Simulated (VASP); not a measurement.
# BeTe (F-43m) in VASP: notebook

The runs below take BeTe through single point, with r2SCAN.

All numbers are computed with VASP 6.6.1; they aren't measurements. Logs are shortened: lines on timing, memory, paths and dates and some standing lists are left out, and cuts for length are marked.

## 1. The cell of the first run

The structure is cubic, space group F-43m (No. 216). Conventional cell: a = 5.503 Å, b = 5.503 Å, c = 5.503 Å, α = 90.00°, β = 90.00°, γ = 90.00°. Te (site symmetry -43m) has 4 Be at 2.38 Å within 3.1 Å. Within 3.1 Å of Be (site symmetry -43m) lie 4 Te at 2.38 Å.

## 2. Single point, r2SCAN

Input file POSCAR:

```
BeTe
1.0
    0.0000000000      2.7514088358      2.7514088358
    2.7514088358      0.0000000000      2.7514088358
    2.7514088358      2.7514088358      0.0000000000
Te Be
1 1
Direct
    0.7500000000      0.7500000000      0.7500000000
    0.0000000000      0.0000000000      0.0000000000
```

Input file INCAR.step1:

```
ALGO = Normal
EDIFF = 1E-4
ENCUT = 520
GGA = PE
ISMEAR = -1
LASPH = T
LCHARG = F
LREAL = F
LWAVE = T
NBANDS = 11
NELM = 80
PREC = Accurate
SIGMA = 0.05
```

Input file INCAR.step2:

```
ALGO = Normal
EDIFF = 1E-6
ENCUT = 520
ISIF = 2
ISMEAR = -1
ISTART = 1
LASPH = T
LCHARG = F
LMIXTAU = T
LREAL = F
LWAVE = F
METAGGA = R2SCAN
NBANDS = 11
NELM = 80
PREC = Accurate
SIGMA = 0.05
```

Input file KPOINTS:

```
k-points
0
Gamma
  8 8 8
```

Potentials or basis: VASP PAW PBE potentials, release 64 (Te, Be).

Run with:

```
$ cat potpaw_PBE.64/Te/POTCAR potpaw_PBE.64/Be/POTCAR > POTCAR
$ cp INCAR.step1 INCAR
$ mpirun -np 1 vasp_std > vasp.out
$ cp INCAR.step2 INCAR
$ mpirun -np 1 vasp_std > vasp.out
```

OUTCAR:

```text
EDIFF = 1E-6
   ENCUT = 520
   ISIF = 2
   ISMEAR = -1
   ISTART = 1
   LASPH = T
   LREAL = F
   METAGGA = R2SCAN
   NELM = 80
   PREC = Accurate

 ion  position               nearest neighbor table
   1  0.750  0.750  0.750-   2 2.38   2 2.38   2 2.38   2 2.38
   2  0.000  0.000  0.000-   1 2.38   1 2.38   1 2.38   1 2.38

  LATTYP: Found a face centered cubic cell.
 ALAT       =     5.5028176716

  Lattice vectors:

 A1 = (   0.0000000000,   2.7514088358,   2.7514088358)
 A2 = (   2.7514088358,   0.0000000000,   2.7514088358)
 A3 = (   2.7514088358,   2.7514088358,   0.0000000000)

Analysis of symmetry for initial positions (statically):
=====================================================================
 Subroutine PRICEL returns:
 Original cell was already a primitive cell.

 Routine SETGRP: Setting up the symmetry group for a
 face centered cubic supercell.

 Subroutine GETGRP returns: Found 24 space group operations
 (whereof 24 operations were pure point group operations)
 out of a pool of 48 trial point group operations.

The static configuration has the point symmetry T_d .

Analysis of symmetry for dynamics (positions and initial velocities):
=====================================================================
 Subroutine PRICEL returns:
 Original cell was already a primitive cell.

 Routine SETGRP: Setting up the symmetry group for a
 face centered cubic supercell.

 Subroutine GETGRP returns: Found 24 space group operations
 (whereof 24 operations were pure point group operations)
 out of a pool of 48 trial point group operations.

The dynamic configuration has the point symmetry T_d .

 Subroutine INISYM returns: Found 24 space group operations
 (whereof 24 operations are pure point group operations),
 and found     1 'primitive' translations

----------------------------------------------------------------------------------------

                                     Primitive cell

  volume of cell :      41.6577

  direct lattice vectors                    reciprocal lattice vectors
     0.000000000  2.751408836  2.751408836    -0.181725083  0.181725083  0.181725083
     2.751408836  0.000000000  2.751408836     0.181725083 -0.181725083  0.181725083
     2.751408836  2.751408836  0.000000000     0.181725083  0.181725083 -0.181725083

  length of vectors
     3.891079691  3.891079691  3.891079691     0.314757077  0.314757077  0.314757077

  position of ions in fractional coordinates (direct lattice)
     0.750000000  0.750000000  0.750000000
     0.000000000  0.000000000  0.000000000

  ion indices of the primitive-cell ions
   primitive index   ion index
                 1           1
                 2           2

----------------------------------------------------------------------------------------

 KPOINTS: k-points

Automatic generation of k-mesh.
 Grid dimensions read from file:
 generate k-points for:    8    8    8

 Generating k-lattice:

  Cartesian coordinates                     Fractional coordinates (reciprocal lattice)
    -0.022715635  0.022715635  0.022715635     0.125000000  0.000000000  0.000000000
     0.022715635 -0.022715635  0.022715635     0.000000000  0.125000000  0.000000000
     0.022715635  0.022715635 -0.022715635     0.000000000  0.000000000  0.125000000

  Length of vectors
     0.039344635  0.039344635  0.039344635

  Shift w.r.t. Gamma in fractional coordinates (k-lattice)
     0.000000000  0.000000000  0.000000000

 Subroutine IBZKPT returns following result:
 ===========================================

 Found     29 irreducible k-points:

 Following reciprocal coordinates:
            Coordinates               Weight
  0.000000  0.000000  0.000000      1.000000
  0.125000  0.000000  0.000000      8.000000
  0.250000  0.000000  0.000000      8.000000
  0.375000  0.000000  0.000000      8.000000
  0.500000  0.000000  0.000000      4.000000
  0.125000  0.125000  0.000000      6.000000
[... 16 lines left out ...]
  0.500000  0.250000  0.125000     48.000000
 -0.375000  0.250000  0.125000     24.000000
 [... further k-points ...]
   k-points           NKPTS =     29   k-points in BZ     NKDIM =     29   number of bands    NBANDS=     11
   number of dos      NEDOS =    301   number of ions     NIONS =      2
   total plane-waves  NPLWV =  27000
   dimension x,y,z NGX =    30 NGY =   30 NGZ =   30
   dimension x,y,z NGXF=    60 NGYF=   60 NGZF=   60
   ions per type =               1   1
   NGX,Y,Z   is equivalent  to a cutoff of  12.82, 12.82, 12.82 a.u.
   NGXF,Y,Z  is equivalent  to a cutoff of  25.63, 25.63, 25.63 a.u.
 SYSTEM =  unknown system
   PREC   = accura    normal or accurate (medium, high low for compatibility)
   ISTART =      1    job   : 0-new  1-cont  2-samecut
   ICHARG =      0    charge: 1-file 2-atom 10-const
   ISPIN  =      1    spin polarized calculation?
   LNONCOLLINEAR =      F non collinear calculations
   LSORBIT =      F    spin-orbit coupling
   LASPH  =      T    aspherical Exc in radial PAW
   ENCUT  =  520.0 eV  38.22 Ry    6.18 a.u.   7.23  7.23  7.23*2*pi/ulx,y,z
   NELM   =     80;   NELMIN=  2; NELMDL=  0     # of ELM steps
   EDIFF  = 0.1E-05   stopping-criterion for ELM
   LREAL  =      F    real-space projection
   EDIFFG = 0.1E-04   stopping-criterion for IOM
   NSW    =      0    number of steps for IOM
   IBRION =     -1    ionic relax: 0-MD 1-quasi-New 2-CG
   NFREE  =      0    steps in history (QN), initial steepest desc. (CG)
   ISIF   =      2    stress and relaxation
   ISYM   =      2    0-nonsym 1-usesym 2-fastsym
   POTIM  = 0.5000    time-step for ionic-motion
   TEBEG  =    0.0;   TEEND  =   0.0 temperature during run
   PSTRESS=    0.0 pullay stress
   NELECT =       8.0000    total number of electrons
   NUPDOWN=      -1.0000    fix difference up-down
   EMIN   =  10.00;   EMAX   =-10.00  energy-range for DOS
   EFERMI =   0.00;   METHOD = LEGACY
   ISMEAR =    -1;   SIGMA  =   0.05  broadening in eV -4-tet -1-fermi 0-gaus
   EFERMI_NEDOS =   21; number of points for ismear=-14 and -15
   IALGO  =     38    algorithm
   IMIX   =      4    mixing-type and parameters
     AMIX     =   0.40;   BMIX     =  1.00
     AMIX_MAG =   1.60;   BMIX_MAG =  1.00
  volume/ion in A,a.u.               =      20.83       140.56
  Fermi-wavevector in a.u.,A,eV,Ry     =   0.944510  1.784864 12.137735  0.892098
  Thomas-Fermi vector in A             =   2.072321
   LORBIT       =      0    0 simple, 1 ext, 2 COOP (PROOUT), +10 PAW based schemes
   METAGGA = R2SCAN    functional components
   LHFCALC =     F    Hartree Fock is set to
   AEXX    =    0.0000 exact exchange contribution
   IVDW    =     0    specifies the selected vdW correction
   LEPSILON=     F    determine dielectric tensor
   LRPA    =     F    only Hartree local field effects (RPA)
 non-spin polarized calculation
  energy-cutoff  :      520.00
  volume of cell :       41.66
 maximum number of plane-waves:      1139
 NGX is ok and might be reduce to    30
   NGX = 15   NGY = 15   NGZ = 15

 number of electron       8.0000000 magnetization

 Free energy of the ion-electron system (eV)
  ---------------------------------------------------
  ext. energy  EPLUGINS =         0.00000000
  ---------------------------------------------------
  free energy    TOTEN  =       -30.61886628 eV

  energy without entropy =      -30.61886628  energy(sigma->0) =      -30.61886628

 E-fermi :   6.7259     XC(G=0):  -9.7745

 val. band max:        5.7591558617   @ k =   0.0000   0.0000   0.0000
 cond. band min:       7.9108321878   @ k =   0.5000   0.5000   0.0000
 fundamental gap:      2.1516763261
 Fermi energy:         6.7259322694

 k-point     1 :       0.0000    0.0000    0.0000
  band No.  band energies     occupation
      1      -7.5381      2.00000
      2       5.7591      2.00000
      3       5.7592      2.00000
      4       5.7592      2.00000
      5       9.6919      0.00000
      6       9.6919      0.00000
      7       9.6919      0.00000
      8      10.8338      0.00000
      9      14.9221      0.00000
     10      16.6388      0.00000
     11      16.6388      0.00000

 k-point     2 :       0.1250    0.0000    0.0000
  band No.  band energies     occupation
      1      -7.3647      2.00000
      2       4.3297      2.00000
      3       5.4855      2.00000
      4       5.4855      2.00000
      5       9.8649      0.00000
      6      10.0876      0.00000
      7      10.0876      0.00000
      8      11.9729      0.00000
      9      15.3761      0.00000
     10      15.6590      0.00000
     11      15.6590      0.00000

 k-point     3 :       0.2500    0.0000    0.0000
  band No.  band energies     occupation
      1      -6.8809      2.00000
      2       2.0807      2.00000
      3       4.9805      2.00000
      4       4.9805      2.00000
      5       9.7174      0.00000
      6      10.6725      0.00000
      7      10.6725      0.00000
      8      13.8522      0.00000
      9      15.3897      0.00000
     10      15.3897      0.00000
     11      15.7220      0.00000

 k-point     4 :       0.3750    0.0000    0.0000
  band No.  band energies     occupation
      1      -6.2480      2.00000
      2       0.2609      2.00000
      3       4.5950      2.00000
      4       4.5950      2.00000
      5       9.5637      0.00000
      6      10.7748      0.00000
      7      10.7749      0.00000
      8      14.3155      0.00000
      9      16.6251      0.00000
     10      16.6251      0.00000
     11      16.7571      0.00000

 k-point     5 :       0.5000    0.0000    0.0000
  band No.  band energies     occupation
      1      -5.9048      2.00000
      2      -0.4910      2.00000
      3       4.4570      2.00000
      4       4.4570      2.00000
      5       9.5079      0.00000
      6      10.7203      0.00000
      7      10.7203      0.00000
      8      14.2081      0.00000
      9      17.8944      0.00000
     10      18.3204      0.00000
     11      18.3204      0.00000
[... 211 lines left out ...]
 k-point    21 :       0.5000    0.5000    0.0000
  band No.  band energies     occupation
      1      -5.2920      2.00000
      2       0.0064      2.00000
      3       2.7262      2.00000
      4       2.7262      2.00000
      5       7.9108      0.00000
      6       8.6362      0.00000
      7      16.7866      0.00000
      8      16.7866      0.00000
      9      18.7335      0.00000
     10      20.3120      0.00000
     11      20.3203      0.00000

 k-point    22 :       0.3750    0.2500    0.1250
  band No.  band energies     occupation
      1      -6.4763      2.00000
      2       1.8300      2.00000
      3       3.1829      2.00000
      4       4.3571      2.00000
      5       9.7213      0.00000
      6      11.3680      0.00000
      7      11.5642      0.00000
      8      12.7743      0.00000
      9      15.7344      0.00000
     10      17.4647      0.00000
     11      18.0329      0.00000

 k-point    23 :       0.5000    0.2500    0.1250
  band No.  band energies     occupation
      1      -5.9063      2.00000
      2       0.5848      2.00000
      3       2.6009      2.00000
      4       3.8279      2.00000
      5      10.2277      0.00000
      6      10.9777      0.00000
      7      12.3544      0.00000
      8      13.4367      0.00000
      9      16.5692      0.00000
     10      17.1093      0.00000
     11      19.1345      0.00000

 k-point    24 :      -0.3750    0.2500    0.1250
  band No.  band energies     occupation
      1      -5.6085      2.00000
      2      -0.0143      2.00000
      3       2.4923      2.00000
      4       3.5679      2.00000
      5      10.3817      0.00000
      6      10.6630      0.00000
      7      13.2659      0.00000
      8      14.4178      0.00000
      9      14.9596      0.00000
     10      18.2731      0.00000
     11      18.7546      0.00000

 [... further k-points ...]

------------------------ aborting loop because EDIFF is reached ----------------------------------------

  FORCE on cell =-STRESS in cart. coord.  units (eV):
  Direction    XX          YY          ZZ          XY          YZ          ZX
  --------------------------------------------------------------------------------------
  -------------------------------------------------------------------------------------
  Total        1.5709189      1.5709189      1.5709189      0.0000000      0.0000000     -0.0000000
  in kB       60.4183661     60.4183661     60.4183661      0.0000000      0.0000000     -0.0000000
  external PRESSURE =      60.4183661 kB  Pullay stress =       0.0000000 kB

 VOLUME and BASIS-vectors are now :
 -----------------------------------------------------------------------------
  energy-cutoff  :      520.00
  volume of cell :       41.66
      direct lattice vectors                 reciprocal lattice vectors
     0.000000000  2.751408836  2.751408836    -0.181725083  0.181725083  0.181725083
     2.751408836  0.000000000  2.751408836     0.181725083 -0.181725083  0.181725083
     2.751408836  2.751408836  0.000000000     0.181725083  0.181725083 -0.181725083

 POSITION                                       TOTAL-FORCE (eV/Angst)
 -----------------------------------------------------------------------------------
      4.12711      4.12711      4.12711        -0.000000      0.000000      0.000000
      0.00000      0.00000      0.00000         0.000000     -0.000000     -0.000000
 -----------------------------------------------------------------------------------
    total drift:                               -0.000000     -0.000000     -0.000000

  FREE ENERGIE OF THE ION-ELECTRON SYSTEM (eV)
  ---------------------------------------------------
  free  energy   TOTEN  =       -30.6188662773 eV

  energy  without entropy=      -30.6188662773  energy(sigma->0) =      -30.61886628
```

Run time: 56 s. Hardware: 1 thread of Intel Xeon Platinum 8259CL at 2.50GHz (Skylake/Cascade Lake), shared host; peak memory 0.17 GiB.

Results:

```yaml
Free_energy: -30.6189 eV
Pressure: 6.0 GPa
Band_gap_on_the_k_mesh: 2.15 eV, indirect (least direct gap 3.93 eV)
```

Caveat: the PAW data sets were made with another functional, which shifts forces and pressure a little; spin-orbit coupling is left out, which moves the levels of the heavy elements. r2SCAN opens gaps a little over a GGA but as a rule still falls short of measured ones.

## 3. Single point, r2SCAN

This run uses another cell than the first one, of 21.25 Å³/atom, 1.020 times its volume.

Input file POSCAR:

```
BeTe
1.0
    0.0000000000      2.7700000000      2.7700000000
    2.7700000000      0.0000000000      2.7700000000
    2.7700000000      2.7700000000      0.0000000000
Te Be
1 1
Direct
    0.7500000000      0.7500000000      0.7500000000
    0.0000000000      0.0000000000      0.0000000000
```

Input file INCAR.step1:

```
SYSTEM = BeTe
  ALGO = Normal
  EDIFF = 1E-4
  ENCUT = 520
  GGA = PE
  ISMEAR = -1
  LASPH = .True.
  LCHARG = .False.
  LREAL = .False.
  LWAVE = .True.
  NBANDS = 11
  NELM = 80
  PREC = Accurate
  SIGMA = 0.05
```

Input file INCAR.step2:

```
SYSTEM = BeTe
  ALGO = Normal
  EDIFF = 1E-6
  ENCUT = 520
  ISIF = 2
  ISMEAR = -1
  ISTART = 1
  LASPH = .True.
  LCHARG = .False.
  LMIXTAU = .True.
  LREAL = .False.
  LWAVE = .False.
  METAGGA = R2SCAN
  NBANDS = 11
  NELM = 80
  PREC = Accurate
  SIGMA = 0.05
```

Input file KPOINTS:

```
k-points
0
Gamma
  8 8 8
  0 0 0
```

Potentials or basis: VASP PAW PBE potentials, release 64 (Te, Be).

Run with:

```
$ cat potpaw_PBE.64/Te/POTCAR potpaw_PBE.64/Be/POTCAR > POTCAR
$ cp INCAR.step1 INCAR
$ mpirun -np 1 vasp_std > vasp.out
$ cp INCAR.step2 INCAR
$ mpirun -np 1 vasp_std > vasp.out
```

Run time: 56 s. Hardware: 1 thread of Intel Xeon Platinum 8259CL at 2.50GHz (Skylake/Cascade Lake), shared host; peak memory 0.17 GiB.

The run converged. Its results:

```
Free energy            : -30.6467 eV
Pressure               : 4.4 GPa
Band gap on the k mesh : 2.21 eV, indirect (least direct gap 3.96 eV)
```

Levels at points of the mesh, in eV from the valence-band top:
| k point | band 1 | band 2 | band 3 | band 4 | band 5 | band 6 | band 7 | band 8 | band 9 |
| --- | --- | --- | --- | --- | --- | --- | --- | --- | --- |
| (0.00, 0.00, 0.00) | -13.14 | 0.00 | 0.00 | 0.00 | 3.96 | 3.96 | 3.96 | 4.91 | 9.13 |
| (0.50, 0.00, 0.00) | -11.57 | -6.11 | -1.26 | -1.26 | 3.69 | 4.98 | 4.98 | 8.46 | 12.03 |
| (0.50, 0.50, 0.00) | -10.98 | -5.63 | -2.95 | -2.95 | 2.21 | 2.91 | 10.89 | 10.89 | 12.84 |

Caveat: the PAW data sets were made with another functional, which shifts forces and pressure a little; spin-orbit coupling is left out, which moves the levels of the heavy elements. r2SCAN opens gaps a little over a GGA but as a rule still falls short of measured ones.
